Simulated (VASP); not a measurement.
# Ta (Cmmm) in VASP: a series of runs

The runs below take Ta through single point, relaxation of cell and atoms, with PBE.

Everything below comes from runs of VASP 6.6.1. Logs are shortened: lines on timing, memory, paths and dates and some standing lists are left out, and cuts for length are marked.

## Step 1: The cell of the first run

Symmetry: Cmmm, No. 65, orthorhombic system. The conventional cell has a = 2.980 Å, b = 4.519 Å, c = 2.877 Å, α = 90.00°, β = 90.00°, γ = 90.00°. Within 3.6 Å of Ta (site symmetry mmm) lie 8 Ta at 2.71 to 2.98 Å.

## Step 2: Single point, PBE

INCAR

```
PREC     = Accurate       # precision mode
ENCUT    = 520            # plane-wave cutoff, eV
EDIFF    = 1E-7           # SCF threshold, eV
ISMEAR   = 0              # smearing method
SIGMA    = 0.1            # smearing width, eV
LREAL    = F              # projectors in reciprocal space
LASPH    = T              # aspherical terms in the spheres
NELM     = 80             # most SCF steps
ALGO     = Normal         # electronic algorithm
ISIF     = 2              # what is computed and relaxed
LWAVE    = F              # write WAVECAR
LCHARG   = T              # write CHGCAR
GGA      = PE             # functional
LELF     = T              # ELF
LVHAR    = T            
NBANDS   = 12             # bands
```

KPOINTS

```
Automatic mesh
0
Gamma
  8 8 6
```

POSCAR

```
Ta
1.0
    1.4902022100     -2.2595988400      0.0000000000
    1.4902022100      2.2595988400      0.0000000000
    0.0000000000      0.0000000000      2.8774778500
Ta
1
Direct
    0.0000000000      0.0000000000      0.0000000000
```

Potentials or basis: VASP PAW PBE potentials, release 64 (Ta_pv).

On the command line:

```
cat potpaw_PBE.64/Ta_pv/POTCAR > POTCAR
mpirun -np 1 vasp_std > vasp.out
```

OUTCAR:

```text
PREC = Accurate
   ENCUT = 520
   EDIFF = 1E-7
   ISMEAR = 0
   LREAL = F
   LASPH = T
   NELM = 80
   ISIF = 2
   GGA = PE

 ion  position               nearest neighbor table
   1  0.000  0.000  0.000-

  LATTYP: Found a base centered orthorhombic cell.
 ALAT       =     2.9804044200
 B/A-ratio  =     1.5163035089
 C/A-ratio  =     0.9654655693

  Lattice vectors:

 A1 = (   1.4902022100,  -2.2595988400,   0.0000000000)
 A2 = (   1.4902022100,   2.2595988400,   0.0000000000)
 A3 = (   0.0000000000,   0.0000000000,   2.8774778500)

Analysis of symmetry for initial positions (statically):
=====================================================================
 Subroutine PRICEL returns:
 Original cell was already a primitive cell.

 Routine SETGRP: Setting up the symmetry group for a
 base centered orthorhombic supercell.

 Subroutine GETGRP returns: Found  8 space group operations
 (whereof  8 operations were pure point group operations)
 out of a pool of  8 trial point group operations.

The static configuration has the point symmetry D_2h.

Analysis of symmetry for dynamics (positions and initial velocities):
=====================================================================
 Subroutine PRICEL returns:
 Original cell was already a primitive cell.

 Routine SETGRP: Setting up the symmetry group for a
 base centered orthorhombic supercell.

 Subroutine GETGRP returns: Found  8 space group operations
 (whereof  8 operations were pure point group operations)
 out of a pool of  8 trial point group operations.

The dynamic configuration has the point symmetry D_2h.

 Subroutine INISYM returns: Found  8 space group operations
 (whereof  8 operations are pure point group operations),
 and found     1 'primitive' translations

----------------------------------------------------------------------------------------

                                     Primitive cell

  volume of cell :      19.3784

  direct lattice vectors                    reciprocal lattice vectors
     1.490202210 -2.259598840  0.000000000     0.335524935 -0.221278216  0.000000000
     1.490202210  2.259598840  0.000000000     0.335524935  0.221278216  0.000000000
     0.000000000  0.000000000  2.877477850     0.000000000  0.000000000  0.347526567

  length of vectors
     2.706748888  2.706748888  2.877477850     0.401921673  0.401921673  0.347526567

  position of ions in fractional coordinates (direct lattice)
     0.000000000  0.000000000  0.000000000

  ion indices of the primitive-cell ions
   primitive index   ion index
                 1           1

----------------------------------------------------------------------------------------

 KPOINTS: Automatic mesh

Automatic generation of k-mesh.
 Grid dimensions read from file:
 generate k-points for:    8    8    6

 Generating k-lattice:

  Cartesian coordinates                     Fractional coordinates (reciprocal lattice)
     0.041940617 -0.027659777  0.000000000     0.125000000  0.000000000  0.000000000
     0.041940617  0.027659777  0.000000000     0.000000000  0.125000000  0.000000000
     0.000000000  0.000000000  0.057921095     0.000000000  0.000000000  0.166666667

  Length of vectors
     0.050240209  0.050240209  0.057921095

  Shift w.r.t. Gamma in fractional coordinates (k-lattice)
     0.000000000  0.000000000  0.000000000

 Subroutine IBZKPT returns following result:
 ===========================================

 Found     84 irreducible k-points:

 Following reciprocal coordinates:
            Coordinates               Weight
  0.000000  0.000000  0.000000      1.000000
  0.125000  0.000000  0.000000      4.000000
  0.250000  0.000000  0.000000      4.000000
  0.375000 -0.000000  0.000000      4.000000
  0.500000  0.000000  0.000000      2.000000
  0.125000  0.125000  0.000000      2.000000
[... 16 lines left out ...]
  0.125000  0.000000  0.166667      8.000000
  0.250000  0.000000  0.166667      8.000000
 [... further k-points ...]
   k-points           NKPTS =     84   k-points in BZ     NKDIM =     84   number of bands    NBANDS=     12
   number of dos      NEDOS =    301   number of ions     NIONS =      1
   total plane-waves  NPLWV =   9600
   dimension x,y,z NGX =    20 NGY =   20 NGZ =   24
   dimension x,y,z NGXF=    40 NGYF=   40 NGZF=   48
   ions per type =               1
   NGX,Y,Z   is equivalent  to a cutoff of  12.28, 12.28, 13.87 a.u.
   NGXF,Y,Z  is equivalent  to a cutoff of  24.57, 24.57, 27.73 a.u.
 SYSTEM =  unknown system
   PREC   = accura    normal or accurate (medium, high low for compatibility)
   ISTART =      0    job   : 0-new  1-cont  2-samecut
   ICHARG =      2    charge: 1-file 2-atom 10-const
   ISPIN  =      1    spin polarized calculation?
   LNONCOLLINEAR =      F non collinear calculations
   LSORBIT =      F    spin-orbit coupling
   LASPH  =      T    aspherical Exc in radial PAW
   ENCUT  =  520.0 eV  38.22 Ry    6.18 a.u.   5.03  5.03  5.35*2*pi/ulx,y,z
   NELM   =     80;   NELMIN=  2; NELMDL= -5     # of ELM steps
   EDIFF  = 0.1E-06   stopping-criterion for ELM
   LREAL  =      F    real-space projection
   EDIFFG = 0.1E-05   stopping-criterion for IOM
   NSW    =      0    number of steps for IOM
   IBRION =     -1    ionic relax: 0-MD 1-quasi-New 2-CG
   NFREE  =      0    steps in history (QN), initial steepest desc. (CG)
   ISIF   =      2    stress and relaxation
   ISYM   =      2    0-nonsym 1-usesym 2-fastsym
   POTIM  = 0.5000    time-step for ionic-motion
   TEBEG  =    0.0;   TEEND  =   0.0 temperature during run
   PSTRESS=    0.0 pullay stress
   NELECT =      11.0000    total number of electrons
   NUPDOWN=      -1.0000    fix difference up-down
   EMIN   =  10.00;   EMAX   =-10.00  energy-range for DOS
   EFERMI =   0.00;   METHOD = LEGACY
   ISMEAR =     0;   SIGMA  =   0.10  broadening in eV -4-tet -1-fermi 0-gaus
   EFERMI_NEDOS =   21; number of points for ismear=-14 and -15
   IALGO  =     38    algorithm
   IMIX   =      4    mixing-type and parameters
     AMIX     =   0.40;   BMIX     =  1.00
     AMIX_MAG =   1.60;   BMIX_MAG =  1.00
  volume/ion in A,a.u.               =      19.38       130.77
  Fermi-wavevector in a.u.,A,eV,Ry     =   1.355500  2.561524 24.999079  1.837380
  Thomas-Fermi vector in A             =   2.482582
   LORBIT       =      0    0 simple, 1 ext, 2 COOP (PROOUT), +10 PAW based schemes
   GGA     = PE    functional components
   LHFCALC =     F    Hartree Fock is set to
   AEXX    =    0.0000 exact exchange contribution
   IVDW    =     0    specifies the selected vdW correction
   LEPSILON=     F    determine dielectric tensor
   LRPA    =     F    only Hartree local field effects (RPA)
 non-spin polarized calculation
 Gauss-broadening in eV      SIGMA  =   0.10
  energy-cutoff  :      520.00
  volume of cell :       19.38
 maximum number of plane-waves:       538
   NGX = 11   NGY = 11   NGZ = 11

 number of electron      10.9999998 magnetization

 Free energy of the ion-electron system (eV)
  ---------------------------------------------------
  ext. energy  EPLUGINS =         0.00000000
  ---------------------------------------------------
  free energy    TOTEN  =       -10.96737255 eV

  energy without entropy =      -10.96341226  energy(sigma->0) =      -10.96539241

 E-fermi :   5.3227     XC(G=0): -12.1421

 val. band max:        5.3167422453   @ k =  -0.2500   0.1250   0.5000
 cond. band min:       5.3915872755   @ k =   0.5000   0.2500   0.1667
 fundamental gap:      0.0748450302
 Fermi energy:         5.3226756243

 k-point     1 :       0.0000    0.0000    0.0000
  band No.  band energies     occupation
      1     -28.5378      2.00000
      2     -28.2076      2.00000
      3     -27.9628      2.00000
      4      -2.6120      2.00000
      5       2.2968      2.00000
      6       4.3765      2.00000
      7       7.7565      0.00000
      8      11.0366      0.00000
      9      11.5954      0.00000
     10      17.5476      0.00000
     11      18.7705      0.00000
     12      19.5624      0.00000

 k-point     2 :       0.1250    0.0000    0.0000
  band No.  band energies     occupation
      1     -28.5129      2.00000
      2     -28.3804      2.00000
      3     -28.0515      2.00000
      4      -2.0120      2.00000
      5       2.6015      2.00000
      6       4.3390      2.00000
      7       7.8368      0.00000
      8      10.0213      0.00000
      9      11.3331      0.00000
     10      19.1138      0.00000
     11      19.5545      0.00000
     12      19.8015      0.00000

 k-point     3 :       0.2500    0.0000    0.0000
  band No.  band energies     occupation
      1     -28.8905      2.00000
      2     -28.4524      2.00000
      3     -28.1429      2.00000
      4      -0.5961      2.00000
      5       2.9598      2.00000
      6       4.5249      2.00000
      7       8.1941      0.00000
      8       8.9257      0.00000
      9      11.0751      0.00000
     10      17.7293      0.00000
     11      19.5709      0.00000
     12      21.8319      0.00000
[... 286 lines left out ...]
 k-point    23 :       0.1250    0.0000    0.1667
  band No.  band energies     occupation
      1     -28.7175      2.00000
      2     -28.3627      2.00000
      3     -28.0365      2.00000
      4      -1.3459      2.00000
      5       3.1297      2.00000
      6       4.4973      2.00000
      7       7.9599      0.00000
      8       9.1513      0.00000
      9      10.5656      0.00000
     10      16.9685      0.00000
     11      19.5666      0.00000
     12      20.3402      0.00000

 k-point    24 :       0.2500    0.0000    0.1667
  band No.  band energies     occupation
      1     -28.8700      2.00000
      2     -28.6488      2.00000
      3     -28.1274      2.00000
      4       0.0118      2.00000
      5       3.3136      2.00000
      6       4.8737      2.00000
      7       7.3739      0.00000
      8       9.0225      0.00000
      9      10.2694      0.00000
     10      18.9156      0.00000
     11      19.2459      0.00000
     12      19.6081      0.00000

 [... further k-points ...]
[... 5 lines left out ...]
  --------------------------------------------------------------------------------------
  -------------------------------------------------------------------------------------
  Total        1.6262764      2.2538831     -2.0328536      0.0000000      0.0000000      0.0000000
  in kB      134.4579233    186.3474447   -168.0730766      0.0000000      0.0000000      0.0000000
  external PRESSURE =      50.9107638 kB  Pullay stress =       0.0000000 kB

 VOLUME and BASIS-vectors are now :
 -----------------------------------------------------------------------------
  energy-cutoff  :      520.00
  volume of cell :       19.38
      direct lattice vectors                 reciprocal lattice vectors
     1.490202210 -2.259598840  0.000000000     0.335524935 -0.221278216  0.000000000
     1.490202210  2.259598840  0.000000000     0.335524935  0.221278216  0.000000000
     0.000000000  0.000000000  2.877477850     0.000000000  0.000000000  0.347526567

 POSITION                                       TOTAL-FORCE (eV/Angst)
 -----------------------------------------------------------------------------------
      0.00000      0.00000      0.00000         0.000000      0.000000      0.000000
 -----------------------------------------------------------------------------------
    total drift:                                0.000000      0.000000      0.000000

  FREE ENERGIE OF THE ION-ELECTRON SYSTEM (eV)
  ---------------------------------------------------
  free  energy   TOTEN  =       -10.9673725547 eV

  energy  without entropy=      -10.9634122602  energy(sigma->0) =      -10.96539241
```

Wall time 6 s (1 thread of Intel Xeon 6975P-C (Granite Rapids), shared host); peak memory 0.14 GiB.

Results:

- Free energy: -10.9674 eV
- Pressure: 5.1 GPa

Stress tensor (GPa, compression positive):
```
 13.45   0.00   0.00
  0.00  18.63   0.00
  0.00   0.00 -16.81
```

Caveat: the k points lie up to 0.36 Å⁻¹ apart; spin-orbit coupling is left out, which moves the levels of the heavy elements.

## Step 3: Relaxation of cell and atoms, PBE

INCAR

```
SYSTEM = Ta
PREC = Accurate
ENCUT = 600
EDIFF = 1E-6
ISMEAR = 0
SIGMA = 0.1
LREAL = .FALSE.
LASPH = .TRUE.
NELM = 80
ALGO = Normal
ISIF = 3
LWAVE = .FALSE.
LCHARG = .FALSE.
GGA = PE
IBRION = 2
NSW = 90
EDIFFG = -0.04
```

KPOINTS

```
regular mesh
0
G
  8 8 6
  0 0 0
```

POSCAR is that of step 2.

Potentials or basis: VASP PAW PBE potentials, release 64 (Ta_pv).

On the command line:

```
cat potpaw_PBE.64/Ta_pv/POTCAR > POTCAR
mpirun -np 1 vasp_std > vasp.out
```

Wall time 25 s (1 thread of Intel Xeon 6975P-C (Granite Rapids), shared host); peak memory 0.16 GiB.

It converged, with:

| Quantity | Value |
| --- | --- |
| Free energy | -11.1302 eV |
| Relaxed volume | 19.90 Å³/atom |
| Relaxed cell | a = 2.899 Å, b = 2.899 Å, c = 2.733 Å, α = 90.00°, β = 90.00°, γ = 119.93° |
| Space group after relaxing (to 0.05 Å) | P6/mmm (No. 191) |
| Energy gained by relaxing | 162.6 meV/atom |
| Ionic steps | 10 |
| Pressure after relaxing | 0.0 GPa |

Stress tensor (GPa, compression positive):
```
-0.11  0.00  0.00
 0.00  0.00  0.00
 0.00  0.00  0.20
```

Step by step:
| step | energy change (eV) | largest force (eV/Å) | pressure (GPa) | volume (Å³) |
| --- | --- | --- | --- | --- |
| 1 | 0.0000 | 0.0000 | 5.09 | 19.38 |
| 2 | 0.0322 | 0.0000 | -4.78 | 20.90 |
| 3 | -0.1288 | 0.0000 | -1.87 | 20.12 |
| 4 | -0.1290 | 0.0000 | -2.02 | 20.15 |
| 5 | -0.1507 | 0.0000 | 2.48 | 19.60 |
| 6 | -0.1508 | 0.0000 | 2.38 | 19.61 |
| 7 | -0.1616 | 0.0000 | 0.11 | 19.88 |
| 8 | -0.1619 | 0.0000 | -0.21 | 19.92 |
| 9 | -0.1619 | 0.0000 | -0.30 | 19.93 |
| 10 | -0.1626 | 0.0000 | 0.03 | 19.90 |

Final structure:
```
CELL_PARAMETERS angstrom
1.45103 -2.50957 0.00000
1.45103 2.50957 0.00000
0.00000 0.00000 2.73299
ATOMIC_POSITIONS crystal
Ta 0.00000 0.00000 0.00000
```

Levels at points of the mesh, in eV from the Fermi level:
```
           k point  band 3  band 4  band 5  band 6  band 7  band 8
(0.00, 0.00, 0.00)  -33.50   -7.72   -2.72    0.53    0.56    6.11
(0.50, 0.00, 0.00)  -33.38   -4.33   -1.94    0.52    2.46    5.33
(0.50, 0.50, 0.00)  -33.38   -4.33   -1.93    0.53    2.46    5.31
(0.00, 0.00, 0.50)  -33.54   -4.32   -0.34    1.37    1.41    2.61
(0.50, 0.00, 0.50)  -33.77   -3.92   -2.49    1.20    5.59    5.84
(0.50, 0.50, 0.50)  -33.78   -3.92   -2.48    1.19    5.60    5.86
```

Caveat: the k points lie up to 0.38 Å⁻¹ apart in the final cell; spin-orbit coupling is left out, which moves the levels of the heavy elements.
